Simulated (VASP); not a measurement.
# BaTiO3 (P4mm) in VASP: a series of runs

The runs below take BaTiO3 through single point, with PBE.

Program: VASP 6.6.1. These are calculated values, not measurements. Logs are shortened: lines on timing, memory, paths and dates and some standing lists are left out, and cuts for length are marked.

## (1) The cell of the first run

Symmetry: P4mm, No. 99, tetragonal system. Conventional cell: a = 4.000 Å, b = 4.000 Å, c = 3.897 Å, α = 90.00°, β = 90.00°, γ = 90.00°. Ba (site symmetry 4mm) has 12 O at 2.79 to 2.83 Å and 8 Ti at 3.43 to 3.44 Å within 3.7 Å. Within 2.6 Å of Ti (site symmetry 4mm) lie 6 O at 1.93 to 2.00 Å. O (site symmetry 4mm) has 2 Ti at 1.93 to 1.96 Å within 2.6 Å. Within 2.6 Å of O (site symmetry 2mm) lie 2 Ti at 2.00 Å.

## (2) Single point, PBE (z stretched by -3 %, then relaxed in part)

Contents of INCAR:

```
PREC     = Accurate       # precision mode
ENCUT    = 520            # plane-wave cutoff, eV
EDIFF    = 1E-6           # SCF threshold, eV
ISMEAR   = -1             # smearing method
SIGMA    = 0.02           # smearing width, eV
LREAL    = F              # projectors in reciprocal space
LASPH    = T              # aspherical terms in the spheres
NELM     = 80             # most SCF steps
ALGO     = Normal         # electronic algorithm
ISIF     = 2              # what is computed and relaxed
LWAVE    = F              # write WAVECAR
LCHARG   = F              # write CHGCAR
GGA      = PE             # functional
NBANDS   = 28             # bands
```

Contents of KPOINTS:

```
regular mesh
0
Gamma
  8 8 8
```

Contents of POSCAR:

```
BaTiO3
1.0
    3.9998000000      0.0000000000      0.0000000000
    0.0000000000      3.9998000000      0.0000000000
    0.0000000000      0.0000000000      3.8974600000
Ba Ti O
1 1 3
Direct
    0.0000000000      0.0000000000      0.0049157700
    0.5000000000      0.5000000000      0.5033280794
    0.5000000000      0.5000000000      0.0069364993
    0.5000000000      0.0000000000      0.5064098258
    0.0000000000      0.5000000000      0.5064098258
```

Potentials or basis: VASP PAW PBE potentials, release 64 (Ba_sv, Ti_sv, O).

Started as:

```sh
$ cat potpaw_PBE.64/Ba_sv/POTCAR potpaw_PBE.64/Ti_sv/POTCAR potpaw_PBE.64/O/POTCAR > POTCAR
$ mpirun -np 1 vasp_std > vasp.out
```

OUTCAR:

```text
PREC = Accurate
   ENCUT = 520
   EDIFF = 1E-6
   ISMEAR = -1
   LREAL = F
   LASPH = T
   NELM = 80
   ISIF = 2
   GGA = PE

 ion  position               nearest neighbor table
   1  0.000  0.000  0.005-   4 2.79   5 2.79   5 2.79   4 2.79   5 2.80   4 2.80   4 2.80   5 2.80
                             3 2.83   3 2.83   3 2.83   3 2.83   2 3.43   2 3.43   2 3.43   2 3.43
   2  0.500  0.500  0.503-   3 1.93   3 1.96   4 2.00   5 2.00   4 2.00   5 2.00   1 3.43   1 3.43
                             1 3.43   1 3.43   1 3.44   1 3.44   1 3.44   1 3.44
   3  0.500  0.500  0.007-   2 1.93   2 1.96   1 2.83   1 2.83   1 2.83   1 2.83
   4  0.500  0.000  0.506-   2 2.00   2 2.00   1 2.79   1 2.79   1 2.80   1 2.80
   5  0.000  0.500  0.506-   2 2.00   2 2.00   1 2.79   1 2.79   1 2.80   1 2.80

  LATTYP: Found a simple tetragonal cell.
 ALAT       =     3.9998000000
 C/A-ratio  =     0.9744137207

  Lattice vectors:

 A1 = (   3.9998000000,   0.0000000000,   0.0000000000)
 A2 = (   0.0000000000,   3.9998000000,   0.0000000000)
 A3 = (   0.0000000000,   0.0000000000,   3.8974600000)

Analysis of symmetry for initial positions (statically):
=====================================================================
 Subroutine PRICEL returns:
 Original cell was already a primitive cell.

 Routine SETGRP: Setting up the symmetry group for a
 simple tetragonal supercell.

 Subroutine GETGRP returns: Found  8 space group operations
 (whereof  8 operations were pure point group operations)
 out of a pool of 16 trial point group operations.

The static configuration has the point symmetry C_4v.

Analysis of symmetry for dynamics (positions and initial velocities):
=====================================================================
 Subroutine PRICEL returns:
 Original cell was already a primitive cell.

 Routine SETGRP: Setting up the symmetry group for a
 simple tetragonal supercell.

 Subroutine GETGRP returns: Found  8 space group operations
 (whereof  8 operations were pure point group operations)
 out of a pool of 16 trial point group operations.

The dynamic configuration has the point symmetry C_4v.

 Subroutine INISYM returns: Found  8 space group operations
 (whereof  8 operations are pure point group operations),
 and found     1 'primitive' translations

----------------------------------------------------------------------------------------

                                     Primitive cell

  volume of cell :      62.3531

  direct lattice vectors                    reciprocal lattice vectors
     3.999800000  0.000000000  0.000000000     0.250012501  0.000000000  0.000000000
     0.000000000  3.999800000  0.000000000     0.000000000  0.250012501  0.000000000
     0.000000000  0.000000000  3.897460000     0.000000000  0.000000000  0.256577361

  length of vectors
     3.999800000  3.999800000  3.897460000     0.250012501  0.250012501  0.256577361

  position of ions in fractional coordinates (direct lattice)
     0.000000000  0.000000000  0.004915770
     0.500000000  0.500000000  0.503328079
     0.500000000  0.500000000  0.006936499
     0.500000000  0.000000000  0.506409826
     0.000000000  0.500000000  0.506409826

  ion indices of the primitive-cell ions
   primitive index   ion index
                 1           1
                 2           2
                 3           3
                 4           4
                 5           5

----------------------------------------------------------------------------------------

 KPOINTS: regular mesh

Automatic generation of k-mesh.
 Grid dimensions read from file:
 generate k-points for:    8    8    8

 Generating k-lattice:

  Cartesian coordinates                     Fractional coordinates (reciprocal lattice)
     0.031251563  0.000000000  0.000000000     0.125000000  0.000000000  0.000000000
     0.000000000  0.031251563  0.000000000     0.000000000  0.125000000  0.000000000
     0.000000000  0.000000000  0.032072170     0.000000000  0.000000000  0.125000000

  Length of vectors
[... 48 lines left out ...]

  energy without entropy =      -39.87331297  energy(sigma->0) =      -39.87331297

 E-fermi :   4.6724     XC(G=0): -11.4078

 val. band max:        4.0770325503   @ k =   0.5000   0.5000   0.5000
 cond. band min:       5.8212403913   @ k =   0.0000   0.0000   0.0000
 fundamental gap:      1.7442078410
 Fermi energy:         4.6723584065

 k-point     1 :       0.0000    0.0000    0.0000
  band No.  band energies     occupation
      1     -52.4629      2.00000
      2     -28.7023      2.00000
      3     -28.6853      2.00000
      4     -28.6853      2.00000
      5     -20.7003      2.00000
      6     -12.9279      2.00000
[... 20 lines left out ...]
     27       9.2733      0.00000
     28      11.7572      0.00000

 k-point     2 :       0.1250    0.0000    0.0000
  band No.  band energies     occupation
      1     -52.4628      2.00000
      2     -28.7020      2.00000
      3     -28.6933      2.00000
      4     -28.6851      2.00000
      5     -20.6814      2.00000
      6     -12.9521      2.00000
[... 20 lines left out ...]
     27       9.5783      0.00000
     28      12.1250      0.00000

 k-point     3 :       0.2500    0.0000    0.0000
  band No.  band energies     occupation
      1     -52.4624      2.00000
      2     -28.7126      2.00000
      3     -28.7013      2.00000
      4     -28.6843      2.00000
      5     -20.6352      2.00000
      6     -13.0475      2.00000
[... 20 lines left out ...]
     27      10.3678      0.00000
     28      12.6074      0.00000

 k-point     4 :       0.3750    0.0000    0.0000
  band No.  band energies     occupation
      1     -52.4620      2.00000
      2     -28.7317      2.00000
      3     -28.7005      2.00000
      4     -28.6835      2.00000
      5     -20.5880      2.00000
      6     -13.1732      2.00000
[... 578 lines left out ...]
     27      10.8555      0.00000
     28      12.5915      0.00000

 k-point    23 :       0.3750    0.1250    0.1250
  band No.  band energies     occupation
      1     -52.4617      2.00000
      2     -28.7306      2.00000
      3     -28.7110      2.00000
      4     -28.6909      2.00000
      5     -20.5596      2.00000
      6     -13.0293      2.00000
[... 20 lines left out ...]
     27      11.7423      0.00000
     28      12.9189      0.00000

 k-point    24 :       0.5000    0.1250    0.1250
  band No.  band energies     occupation
      1     -52.4615      2.00000
      2     -28.7384      2.00000
      3     -28.7107      2.00000
      4     -28.6906      2.00000
      5     -20.5418      2.00000
      6     -13.0704      2.00000
[... 20 lines left out ...]
     27      12.1262      0.00000
     28      13.0554      0.00000

 [... further k-points ...]

------------------------ aborting loop because EDIFF is reached ----------------------------------------

  FORCE on cell =-STRESS in cart. coord.  units (eV):
  Direction    XX          YY          ZZ          XY          YZ          ZX
  --------------------------------------------------------------------------------------
  -------------------------------------------------------------------------------------
  Total        2.8758186      2.8758186      5.2233711      0.0000000      0.0000000      0.0000000
  in kB       73.8947953     73.8947953    134.2156772      0.0000000      0.0000000      0.0000000
  external PRESSURE =      94.0017559 kB  Pullay stress =       0.0000000 kB

 VOLUME and BASIS-vectors are now :
 -----------------------------------------------------------------------------
  energy-cutoff  :      520.00
  volume of cell :       62.35
      direct lattice vectors                 reciprocal lattice vectors
     3.999800000  0.000000000  0.000000000     0.250012501  0.000000000  0.000000000
     0.000000000  3.999800000  0.000000000     0.000000000  0.250012501  0.000000000
     0.000000000  0.000000000  3.897460000     0.000000000  0.000000000  0.256577361

 POSITION                                       TOTAL-FORCE (eV/Angst)
 -----------------------------------------------------------------------------------
      0.00000      0.00000      0.01916         0.000000      0.000000      0.003657
      1.99990      1.99990      1.96170         0.000000     -0.000000      0.008374
      1.99990      1.99990      0.02703         0.000000      0.000000     -0.007196
      1.99990      0.00000      1.97371         0.000000      0.000000     -0.002417
      0.00000      1.99990      1.97371        -0.000000     -0.000000     -0.002417
 -----------------------------------------------------------------------------------
    total drift:                                0.000000      0.000000     -0.000549

  FREE ENERGIE OF THE ION-ELECTRON SYSTEM (eV)
  ---------------------------------------------------
  free  energy   TOTEN  =       -39.8733129743 eV

  energy  without entropy=      -39.8733129743  energy(sigma->0) =      -39.87331297
```

It took 1.9 min on 1 thread of Intel Xeon Platinum 8259CL at 2.50GHz (Skylake/Cascade Lake), shared host; peak memory 0.26 GiB.

Results:

| Item | Value |
| --- | --- |
| Free energy | -39.8733 eV |
| Pressure | 9.4 GPa |
| Largest force | 0.008 eV/Å |
| Band gap on the k mesh | 1.74 eV (least direct gap 1.86 eV) |

Forces on the atoms (eV/Å):
```
Ba   0.000  0.000  0.004
Ti   0.000  0.000  0.008
O    0.000  0.000 -0.007
O    0.000  0.000 -0.002
O    0.000  0.000 -0.002
```

Stress tensor (GPa, compression positive):
```
 7.39  0.00  0.00
 0.00  7.39  0.00
 0.00  0.00 13.42
```

Caveat: the cell differs from its parent crystal (z stretched by -3 %, then relaxed in part); the cell stands under pressure; spin-orbit coupling is left out, which moves the levels of the heavy elements. A k mesh can miss the band edges.

## (3) Single point, PBE (12.60 Å³/atom)

This run uses another cell than the first one, of 12.60 Å³/atom.

Contents of INCAR:

```
SYSTEM = BaTiO3
ALGO = Normal
EDIFF = 1E-6
ENCUT = 520
GGA = PE
ISIF = 2
ISMEAR = -1
LASPH = .TRUE.
LCHARG = .FALSE.
LREAL = .FALSE.
LWAVE = .FALSE.
NBANDS = 28
NELM = 100
PREC = Accurate
SIGMA = 0.02
```

Contents of KPOINTS:

```
k-points
0
G
  8 8 8
  0 0 0
```

Contents of POSCAR:

```
BaTiO3
1.0
    3.9729548958      0.0000000000      0.0000000000
    0.0000000000      3.9729548958      0.0000000000
    0.0000000000      0.0000000000      3.9910327445
Ba Ti O
1 1 3
Direct
    0.0000000000      0.0000000000     -0.0012095330
    0.5000000000      0.5000000000      0.4859848062
    0.5000000000      0.5000000000      0.0189095175
    0.5000000000      0.0000000000      0.5121576047
    0.0000000000      0.5000000000      0.5121576047
```

Potentials or basis: VASP PAW PBE potentials, release 64 (Ba_sv, Ti_sv, O).

Started as:

```sh
$ cat potpaw_PBE.64/Ba_sv/POTCAR potpaw_PBE.64/Ti_sv/POTCAR potpaw_PBE.64/O/POTCAR > POTCAR
$ mpirun -np 1 vasp_std > vasp.out
```

Run time: 1.9 min. Hardware: 1 thread of Intel Xeon Platinum 8259CL at 2.50GHz (Skylake/Cascade Lake), shared host; peak memory 0.26 GiB.

It converged, with:

```
Free energy            : -39.9340 eV
Pressure               : 8.3 GPa
Largest force          : 0.045 eV/Å
Band gap on the k mesh : 1.82 eV (least direct gap 2.11 eV)
```

Forces on the atoms (eV/Å):
```
Ba   0.000  0.000  0.025
Ti   0.000  0.000  0.044
O    0.000  0.000 -0.045
O    0.000  0.000 -0.011
O    0.000  0.000 -0.011
```

Stress tensor (GPa, compression positive):
```
7.74 0.00 0.00
0.00 7.74 0.00
0.00 0.00 9.29
```

Levels at points of the mesh, in eV from the valence-band top:
```tsv
k point	band 17	band 18	band 19	band 20	band 21	band 22	band 23	band 24
(0.00, 0.00, 0.00)	-1.17	-0.32	-0.30	-0.30	1.82	2.06	2.06	4.11
(0.50, 0.00, 0.00)	-1.86	-1.73	-0.98	-0.87	2.20	3.60	3.64	4.19
(0.50, 0.50, 0.00)	-1.78	-0.99	-0.99	-0.09	3.65	3.65	4.04	4.86
(0.00, 0.00, 0.50)	-2.01	-1.98	-0.71	-0.71	1.98	3.67	3.67	4.11
(0.50, 0.00, 0.50)	-1.72	-0.90	-0.88	-0.19	3.62	3.68	4.03	4.98
(0.50, 0.50, 0.50)	-2.42	-0.10	-0.10	0.00	4.29	4.30	4.30	6.61
```

Caveat: the cell stands under pressure; spin-orbit coupling is left out, which moves the levels of the heavy elements.

## (4) Single point, PBE (z stretched by -2 %, then relaxed in part)

Contents of INCAR:

```
SYSTEM = BaTiO3
PREC = Accurate ; ENCUT = 520
EDIFF = 1E-6 ; ISMEAR = -1
SIGMA = 0.02 ; LREAL = .False.
LASPH = .True. ; NELM = 80
ALGO = Normal ; ISIF = 2
LWAVE = .False. ; LCHARG = .True.
GGA = PE ; LELF = .True.
LVHAR = .True. ; NBANDS = 28
```

Contents of KPOINTS:

```
regular mesh
0
Gamma
  8 8 8
  0 0 0
```

Contents of POSCAR:

```
BaTiO3
1.0
    3.9998000000      0.0000000000      0.0000000000
    0.0000000000      3.9998000000      0.0000000000
    0.0000000000      0.0000000000      3.9376400000
Ba Ti O
1 1 3
Direct
    0.0000000000      0.0000000000      0.0015953525
    0.5000000000      0.5000000000      0.4929566690
    0.5000000000      0.5000000000      0.0137079606
    0.5000000000      0.0000000000      0.5098700090
    0.0000000000      0.5000000000      0.5098700090
```

Started as:

```sh
$ cat potpaw_PBE.64/Ba_sv/POTCAR potpaw_PBE.64/Ti_sv/POTCAR potpaw_PBE.64/O/POTCAR > POTCAR
$ mpirun -np 1 vasp_std > vasp.out
```

It took 1.8 min on 1 thread of Intel Xeon Platinum 8259CL at 2.50GHz (Skylake/Cascade Lake), shared host; peak memory 0.26 GiB.

Results (log left out):

* Free energy: -39.9205 eV
* Pressure: 7.7 GPa
* Largest force: 0.032 eV/Å
* Band gap on the k mesh: 1.80 eV (least direct gap 1.96 eV)

Forces on the atoms (eV/Å):
```
Ba   0.000  0.000  0.016
Ti   0.000  0.000  0.030
O    0.000  0.000 -0.032
O    0.000  0.000 -0.007
O    0.000  0.000 -0.007
```

Stress tensor (GPa, compression positive):
```
 6.22  0.00  0.00
 0.00  6.22  0.00
 0.00  0.00 10.69
```

Levels at points of the mesh, in eV from the valence-band top:
```csv
k point,band 16,band 17,band 18,band 19,band 20,band 21,band 22,band 23,band 24,band 25
"(0.00, 0.00, 0.00)",-1.19,-1.07,-0.19,-0.19,-0.17,1.80,1.94,1.94,4.02,4.20
"(0.50, 0.00, 0.00)",-1.94,-1.76,-1.70,-0.79,-0.75,2.09,3.56,3.58,4.15,6.08
"(0.50, 0.50, 0.00)",-2.67,-1.71,-0.99,-0.99,-0.10,3.59,3.59,3.98,5.03,7.75
"(0.00, 0.00, 0.50)",-2.02,-1.97,-1.91,-0.70,-0.70,1.98,3.74,3.74,4.03,6.23
"(0.50, 0.00, 0.50)",-2.72,-1.69,-0.80,-0.80,-0.09,3.57,3.75,4.08,4.90,7.88
"(0.50, 0.50, 0.50)",-2.47,-2.27,0.00,0.00,0.00,4.25,4.34,4.34,6.69,6.85
```

Caveat: the cell differs from its parent crystal (z stretched by -2 %, then relaxed in part); the cell stands under pressure; spin-orbit coupling is left out, which moves the levels of the heavy elements. A k mesh can miss the band edges.

## (5) Single point, PBE (z stretched by -1 %, then relaxed in part)

Contents of INCAR:

```
SYSTEM = BaTiO3
PREC     = Accurate       ! precision mode
ENCUT    = 520            ! plane-wave cutoff, eV
EDIFF    = 1E-6           ! SCF threshold, eV
ISMEAR   = -1             ! smearing method
SIGMA    = 0.02           ! smearing width, eV
LREAL    = .FALSE.        ! projectors in reciprocal space
LASPH    = .TRUE.         ! aspherical terms in the spheres
NELM     = 60             ! most SCF steps
ALGO     = Normal         ! electronic algorithm
ISIF     = 2              ! what is computed and relaxed
LWAVE    = .FALSE.        ! write WAVECAR
LCHARG   = .TRUE.         ! write CHGCAR
GGA      = PE             ! functional
LELF     = .TRUE.         ! ELF
LVHAR    = .TRUE.       
NBANDS   = 28             ! bands
```

Contents of KPOINTS:

```
regular mesh
0
G
  8 8 8
  0 0 0
```

Contents of POSCAR:

```
BaTiO3
1.0
    3.9998000000      0.0000000000      0.0000000000
    0.0000000000      3.9998000000      0.0000000000
    0.0000000000      0.0000000000      3.9778200000
Ba Ti O
1 1 3
Direct
    0.0000000000      0.0000000000     -0.0007630193
    0.5000000000      0.5000000000      0.4871063717
    0.5000000000      0.5000000000      0.0182511393
    0.5000000000      0.0000000000      0.5117027542
    0.0000000000      0.5000000000      0.5117027542
```

Started as:

```sh
$ cat potpaw_PBE.64/Ba_sv/POTCAR potpaw_PBE.64/Ti_sv/POTCAR potpaw_PBE.64/O/POTCAR > POTCAR
$ mpirun -np 1 vasp_std > vasp.out
```

Run time: 2.1 min. Hardware: 1 thread of Intel Xeon Platinum 8259CL at 2.50GHz (Skylake/Cascade Lake), shared host; peak memory 0.26 GiB.

The run converged. Its results:

```
Free energy            : -39.9576 eV
Pressure               : 6.2 GPa
Largest force          : 0.044 eV/Å
Band gap on the k mesh : 1.79 eV (least direct gap 2.07 eV)
```

Forces in eV/Å, atoms in the order of the input:
```
Ba   0.000  0.000  0.022
Ti   0.000  0.000  0.044
O    0.000  0.000 -0.044
O    0.000  0.000 -0.011
O    0.000  0.000 -0.011
```

Stress tensor (GPa, compression positive):
```
5.13 0.00 0.00
0.00 5.13 0.00
0.00 0.00 8.49
```

Levels at points of the mesh, in eV from the valence-band top:
| k point | band 16 | band 17 | band 18 | band 19 | band 20 | band 21 | band 22 | band 23 | band 24 | band 25 |
| --- | --- | --- | --- | --- | --- | --- | --- | --- | --- | --- |
| (0.00, 0.00, 0.00) | -1.26 | -1.11 | -0.28 | -0.28 | -0.28 | 1.79 | 2.03 | 2.03 | 4.01 | 4.19 |
| (0.50, 0.00, 0.00) | -1.94 | -1.80 | -1.69 | -0.93 | -0.84 | 2.16 | 3.53 | 3.57 | 4.13 | 5.96 |
| (0.50, 0.50, 0.00) | -2.71 | -1.76 | -1.03 | -1.03 | -0.10 | 3.59 | 3.59 | 3.96 | 4.86 | 7.69 |
| (0.00, 0.00, 0.50) | -2.03 | -1.97 | -1.93 | -0.71 | -0.71 | 1.97 | 3.67 | 3.67 | 4.01 | 6.15 |
| (0.50, 0.00, 0.50) | -2.70 | -1.71 | -0.86 | -0.85 | -0.16 | 3.55 | 3.68 | 4.01 | 4.87 | 7.75 |
| (0.50, 0.50, 0.50) | -2.49 | -2.35 | -0.07 | -0.07 | 0.00 | 4.21 | 4.26 | 4.26 | 6.57 | 6.76 |

Caveat: the cell differs from its parent crystal (z stretched by -1 %, then relaxed in part); the cell stands under pressure; spin-orbit coupling is left out, which moves the levels of the heavy elements. A k mesh can miss the band edges.

## (6) The runs side by side

| cell | gap on the mesh (eV) | pressure (GPa) | largest force (eV/Å) |
| --- | --- | --- | --- |
| a = 4.000, b = 4.000, c = 3.897 Å, 5 atoms, atomic positions A | 1.74 | 9.4 | 0.01 |
| a = 3.973, b = 3.973, c = 3.991 Å, 5 atoms, atomic positions B | 1.82 | 8.3 | 0.05 |
| a = 4.000, b = 4.000, c = 3.938 Å, 5 atoms, atomic positions C | 1.80 | 7.7 | 0.03 |
| a = 4.000, b = 4.000, c = 3.978 Å, 5 atoms, atomic positions B | 1.79 | 6.2 | 0.04 |

Alike in all rows: task single point; level PBE; potentials or basis VASP PAW PBE potentials, release 64 (Ba_sv, Ti_sv, O); no spin polarisation; k mesh 8 × 8 × 8; cutoff (eV) 520; smearing fermi-dirac 0.02 eV.

Caveats: the cell stands under pressure; spin-orbit coupling is left out, which moves the levels of the heavy elements.

Absolute energies hang on the potentials; compare differences alone.
